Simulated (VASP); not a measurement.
# Zn (Cmcm) in VASP: single point with PBEsol

Aim: the single point of Zn with PBEsol.

Program: VASP 6.6.1. These are calculated values, not measurements. Logs are shortened: lines on timing, memory, paths and dates and some standing lists are left out, and cuts for length are marked.

## (1) The cell of the first run

It takes space group Cmcm (No. 63, orthorhombic). Conventional cell: a = 2.665 Å, b = 4.616 Å, c = 4.947 Å, α = 90.00°, β = 90.00°, γ = 90.00°. Within 3.5 Å of Zn (site symmetry m2m) lie 12 Zn at 2.66 to 2.94 Å.

## (2) Single point, PBEsol (atom 1 (Zn) moved by (+0.000, +0.100) A along x and y)

INCAR

```
SYSTEM = Zn
PREC = Accurate
ENCUT = 520
EDIFF = 1E-6
ISMEAR = 0
SIGMA = 0.15
LREAL = .False.
LASPH = .True.
NELM = 60
ALGO = Fast
ISIF = 2
LWAVE = .False.
LCHARG = .False.
GGA = PS
NBANDS = 19
```

KPOINTS

```
Automatic mesh
0
Gamma
  24 24 10
  0 0 0
```

POSCAR

```
Zn
1.0
    2.6647980532      0.0000000000      0.0000000000
   -1.3323990266      2.3077828100      0.0000000000
    0.0000000000      0.0000000000      4.9467000000
Zn
2
Direct
    0.3549991503      0.7099983006      0.2500000000
    0.6666666667      0.3333333333      0.7500000000
```

Potentials or basis: VASP PAW PBE potentials, release 64 (Zn).

The run is started by

```
$ cat potpaw_PBE.64/Zn/POTCAR > POTCAR
$ mpirun -np 1 vasp_std > vasp.out
```

OUTCAR:

```text
SYSTEM = Zn
   PREC = Accurate
   ENCUT = 520
   EDIFF = 1E-6
   ISMEAR = 0
   LREAL = .False.
   LASPH = .True.
   NELM = 60
   ISIF = 2
   GGA = PS

 ion  position               nearest neighbor table
   1  0.355  0.710  0.250-   2 2.86   2 2.86   2 2.94   2 2.94   2 2.94   2 2.94
   2  0.667  0.333  0.750-   1 2.86   1 2.86   1 2.94   1 2.94   1 2.94   1 2.94

  LATTYP: Found a hexagonal cell.
 ALAT       =     2.6647980532
 C/A-ratio  =     1.8563132745

  Lattice vectors:

 A1 = (   2.6647980532,   0.0000000000,   0.0000000000)
 A2 = (  -1.3323990266,   2.3077828100,   0.0000000000)
 A3 = (   0.0000000000,   0.0000000000,   4.9467000000)

Analysis of symmetry for initial positions (statically):
=====================================================================
 Subroutine PRICEL returns:
 Original cell was already a primitive cell.

 Routine SETGRP: Setting up the symmetry group for a
 hexagonal supercell.

 Subroutine GETGRP returns: Found  8 space group operations
 (whereof  2 operations were pure point group operations)
 out of a pool of 24 trial point group operations.

The static configuration has the point symmetry C_1h.
 The point group associated with its full space group is D_2h.

Analysis of symmetry for dynamics (positions and initial velocities):
=====================================================================
 Subroutine PRICEL returns:
 Original cell was already a primitive cell.

 Routine SETGRP: Setting up the symmetry group for a
 hexagonal supercell.

 Subroutine GETGRP returns: Found  8 space group operations
 (whereof  2 operations were pure point group operations)
 out of a pool of 24 trial point group operations.

The dynamic configuration has the point symmetry C_1h.
 The point group associated with its full space group is D_2h.

 Subroutine INISYM returns: Found  8 space group operations
 (whereof  2 operations are pure point group operations),
 and found     1 'primitive' translations

----------------------------------------------------------------------------------------

                                     Primitive cell

  volume of cell :      30.4211

  direct lattice vectors                    reciprocal lattice vectors
     2.664798053  0.000000000  0.000000000     0.375262958  0.216658170  0.000000000
    -1.332399027  2.307782810  0.000000000     0.000000000  0.433316340  0.000000000
     0.000000000  0.000000000  4.946700000     0.000000000  0.000000000  0.202154972

  length of vectors
     2.664798053  2.664798053  4.946700000     0.433316340  0.433316340  0.202154972

  position of ions in fractional coordinates (direct lattice)
     0.354999150  0.709998301  0.250000000
     0.666666667  0.333333333  0.750000000

  ion indices of the primitive-cell ions
   primitive index   ion index
                 1           1
                 2           2

----------------------------------------------------------------------------------------

 KPOINTS: Automatic mesh

Automatic generation of k-mesh.
 Grid dimensions read from file:
 generate k-points for:   24   24   10

 Generating k-lattice:

  Cartesian coordinates                     Fractional coordinates (reciprocal lattice)
     0.015635957  0.009027424  0.000000000     0.041666667 -0.000000000  0.000000000
     0.000000000  0.018054847  0.000000000     0.000000000  0.041666667  0.000000000
     0.000000000  0.000000000  0.020215497     0.000000000  0.000000000  0.100000000

  Length of vectors
     0.018054847  0.018054847  0.020215497

  Shift w.r.t. Gamma in fractional coordinates (k-lattice)
     0.000000000  0.000000000  0.000000000

 Subroutine IBZKPT returns following result:
 ===========================================

 Found    942 irreducible k-points:

 Following reciprocal coordinates:
            Coordinates               Weight
  0.000000  0.000000  0.000000      1.000000
  0.041667  0.000000  0.000000      4.000000
  0.000000  0.041667  0.000000      2.000000
  0.083333  0.000000  0.000000      4.000000
  0.000000  0.083333  0.000000      2.000000
  0.125000 -0.000000  0.000000      4.000000
[... 16 lines left out ...]
  0.000000  0.458333  0.000000      2.000000
  0.500000 -0.000000  0.000000      2.000000
 [... further k-points ...]
   k-points           NKPTS =    942   k-points in BZ     NKDIM =    942   number of bands    NBANDS=     19
   number of dos      NEDOS =    301   number of ions     NIONS =      2
   total plane-waves  NPLWV =  16000
   dimension x,y,z NGX =    20 NGY =   20 NGZ =   40
   dimension x,y,z NGXF=    40 NGYF=   40 NGZF=   80
   ions per type =               2
   NGX,Y,Z   is equivalent  to a cutoff of  12.48, 12.48, 13.44 a.u.
   NGXF,Y,Z  is equivalent  to a cutoff of  24.95, 24.95, 26.89 a.u.
 SYSTEM =  Zn
   PREC   = accura    normal or accurate (medium, high low for compatibility)
   ISTART =      0    job   : 0-new  1-cont  2-samecut
   ICHARG =      2    charge: 1-file 2-atom 10-const
   ISPIN  =      1    spin polarized calculation?
   LNONCOLLINEAR =      F non collinear calculations
   LSORBIT =      F    spin-orbit coupling
   LASPH  =      T    aspherical Exc in radial PAW
   ENCUT  =  520.0 eV  38.22 Ry    6.18 a.u.   4.95  4.95  9.20*2*pi/ulx,y,z
   NELM   =     60;   NELMIN=  2; NELMDL= -5     # of ELM steps
   EDIFF  = 0.1E-05   stopping-criterion for ELM
   LREAL  =      F    real-space projection
   EDIFFG = 0.1E-04   stopping-criterion for IOM
   NSW    =      0    number of steps for IOM
   IBRION =     -1    ionic relax: 0-MD 1-quasi-New 2-CG
   NFREE  =      0    steps in history (QN), initial steepest desc. (CG)
   ISIF   =      2    stress and relaxation
   ISYM   =      2    0-nonsym 1-usesym 2-fastsym
   POTIM  = 0.5000    time-step for ionic-motion
   TEBEG  =    0.0;   TEEND  =   0.0 temperature during run
   PSTRESS=    0.0 pullay stress
   NELECT =      24.0000    total number of electrons
   NUPDOWN=      -1.0000    fix difference up-down
   EMIN   =  10.00;   EMAX   =-10.00  energy-range for DOS
   EFERMI =   0.00;   METHOD = LEGACY
   ISMEAR =     0;   SIGMA  =   0.15  broadening in eV -4-tet -1-fermi 0-gaus
   EFERMI_NEDOS =   21; number of points for ismear=-14 and -15
   IALGO  =     68    algorithm
   IMIX   =      4    mixing-type and parameters
     AMIX     =   0.40;   BMIX     =  1.00
     AMIX_MAG =   1.60;   BMIX_MAG =  1.00
  volume/ion in A,a.u.               =      15.21       102.65
  Fermi-wavevector in a.u.,A,eV,Ry     =   1.512703  2.858594 31.133805  2.288270
  Thomas-Fermi vector in A             =   2.622592
   LORBIT       =      0    0 simple, 1 ext, 2 COOP (PROOUT), +10 PAW based schemes
   GGA     = PS    functional components
   LHFCALC =     F    Hartree Fock is set to
   AEXX    =    0.0000 exact exchange contribution
   IVDW    =     0    specifies the selected vdW correction
   LEPSILON=     F    determine dielectric tensor
   LRPA    =     F    only Hartree local field effects (RPA)
 non-spin polarized calculation
 RMM-DIIS sequential band-by-band and
 Gauss-broadening in eV      SIGMA  =   0.15
  energy-cutoff  :      520.00
  volume of cell :       30.42
 maximum number of plane-waves:       855
   NGX =  9   NGY =  9   NGZ = 19

 number of electron      24.0000011 magnetization

 Free energy of the ion-electron system (eV)
  ---------------------------------------------------
  ext. energy  EPLUGINS =         0.00000000
  ---------------------------------------------------
  free energy    TOTEN  =        -3.13800404 eV

  energy without entropy =       -3.13410846  energy(sigma->0) =       -3.13605625

 E-fermi :   2.9452     XC(G=0): -11.6998

 val. band max:        2.9399106638   @ k =  -0.0833   0.2917   0.1000
 cond. band min:       2.9484664039   @ k =  -0.0833   0.4583   0.0000
 fundamental gap:      0.0085557402
 Fermi energy:         2.9452108809

 k-point     1 :       0.0000    0.0000    0.0000
  band No.  band energies     occupation
      1      -7.4767      2.00000
      2      -5.6474      2.00000
      3      -4.9483      2.00000
      4      -4.7172      2.00000
      5      -4.7062      2.00000
      6      -4.6685      2.00000
[... 11 lines left out ...]
     18      21.7475      0.00000
     19      22.2061      0.00000

 k-point     2 :       0.0417    0.0000    0.0000
  band No.  band energies     occupation
      1      -7.4251      2.00000
      2      -5.6245      2.00000
      3      -4.9426      2.00000
      4      -4.7157      2.00000
      5      -4.7006      2.00000
      6      -4.6724      2.00000
[... 11 lines left out ...]
     18      21.2572      0.00000
     19      22.6186      0.00000

 k-point     3 :       0.0000    0.0417    0.0000
  band No.  band energies     occupation
      1      -7.4250      2.00000
      2      -5.6243      2.00000
      3      -4.9431      2.00000
      4      -4.7230      2.00000
      5      -4.6940      2.00000
      6      -4.6596      2.00000
[... 11 lines left out ...]
     18      21.4129      0.00000
     19      22.4034      0.00000

 k-point     4 :       0.0833    0.0000    0.0000
  band No.  band energies     occupation
      1      -7.2714      2.00000
      2      -5.5593      2.00000
      3      -4.9273      2.00000
      4      -4.7274      2.00000
      5      -4.6874      2.00000
      6      -4.6657      2.00000
[... 11 lines left out ...]
     18      20.8195      0.00000
     19      22.8148      0.00000

 k-point     5 :       0.0000    0.0833    0.0000
  band No.  band energies     occupation
      1      -7.2709      2.00000
      2      -5.5581      2.00000
      3      -4.9296      2.00000
      4      -4.7386      2.00000
      5      -4.6724      2.00000
      6      -4.6582      2.00000
[... 11 lines left out ...]
     18      20.9082      0.00000
     19      23.0262      0.00000
[... 334 lines left out ...]
      2      -5.3210      2.00000
      3      -5.1286      2.00000
      4      -4.7468      2.00000
      5      -4.5645      2.00000
      6      -4.5447      2.00000
[... 11 lines left out ...]
     18      17.3192      0.00000
     19      18.6135      0.00000

 k-point    22 :       0.4583   -0.0000    0.0000
  band No.  band energies     occupation
      1      -5.4421      2.00000
      2      -5.3730      2.00000
      3      -5.2128      2.00000
      4      -4.6898      2.00000
      5      -4.5871      2.00000
      6      -4.5623      2.00000
[... 11 lines left out ...]
     18      17.0612      0.00000
     19      18.6106      0.00000

 k-point    23 :       0.0000    0.4583    0.0000
  band No.  band energies     occupation
      1      -5.4445      2.00000
      2      -5.3351      2.00000
      3      -5.1580      2.00000
      4      -4.7699      2.00000
      5      -4.5556      2.00000
      6      -4.5306      2.00000
[... 11 lines left out ...]
     18      17.2261      0.00000
     19      18.4107      0.00000

 k-point    24 :       0.5000   -0.0000    0.0000
  band No.  band energies     occupation
      1      -5.4489      2.00000
      2      -5.3781      2.00000
      3      -5.2233      2.00000
      4      -4.6966      2.00000
      5      -4.5780      2.00000
      6      -4.5658      2.00000
[... 11 lines left out ...]
     18      17.0240      0.00000
     19      18.5487      0.00000

 [... further k-points ...]
[... 5 lines left out ...]
  --------------------------------------------------------------------------------------
  -------------------------------------------------------------------------------------
  Total       -1.0385334     -1.1073080     -0.5117722      0.0000000     -0.0000000      0.0000000
  in kB      -54.6960825    -58.3182122    -26.9533300      0.0000000     -0.0000000      0.0000000
  external PRESSURE =     -46.6558749 kB  Pullay stress =       0.0000000 kB

 VOLUME and BASIS-vectors are now :
 -----------------------------------------------------------------------------
  energy-cutoff  :      520.00
  volume of cell :       30.42
      direct lattice vectors                 reciprocal lattice vectors
     2.664798053  0.000000000  0.000000000     0.375262958  0.216658170  0.000000000
    -1.332399027  2.307782810  0.000000000     0.000000000  0.433316340  0.000000000
     0.000000000  0.000000000  4.946700000     0.000000000  0.000000000  0.202154972

 POSITION                                       TOTAL-FORCE (eV/Angst)
 -----------------------------------------------------------------------------------
      0.00000      1.63852      1.23667         0.000000     -0.056016      0.000000
      1.33240      0.76926      3.71002        -0.000000      0.056016     -0.000000
 -----------------------------------------------------------------------------------
    total drift:                               -0.000001     -0.000207     -0.000001

  FREE ENERGIE OF THE ION-ELECTRON SYSTEM (eV)
  ---------------------------------------------------
  free  energy   TOTEN  =        -3.1380040397 eV

  energy  without entropy=       -3.1341084632  energy(sigma->0) =       -3.13605625
```

Run time: 7.2 min. Hardware: 1 thread of Intel Xeon Platinum 8259CL at 2.50GHz (Skylake/Cascade Lake), shared host; peak memory 0.51 GiB.

What came out:

```
Free energy            : -3.1380 eV
Pressure               : -4.7 GPa
Largest force          : 0.056 eV/Å
Band gap on the k mesh : zero (band 12 reaches 4.39 eV, above the bottom of band 13 at -0.10 eV)
```

Forces in eV/Å, atoms in the order of the input:
```
Zn   0.000 -0.056  0.000
Zn   0.000  0.056  0.000
```

Stress tensor (GPa, compression positive):
```
-5.47  0.00  0.00
 0.00 -5.83  0.00
 0.00  0.00 -2.70
```

Caveat: the cell differs from its parent crystal (atom 1 (Zn) moved by (+0.000, +0.100) A along x and y); the PAW data sets were made with another functional, which shifts forces and pressure a little.
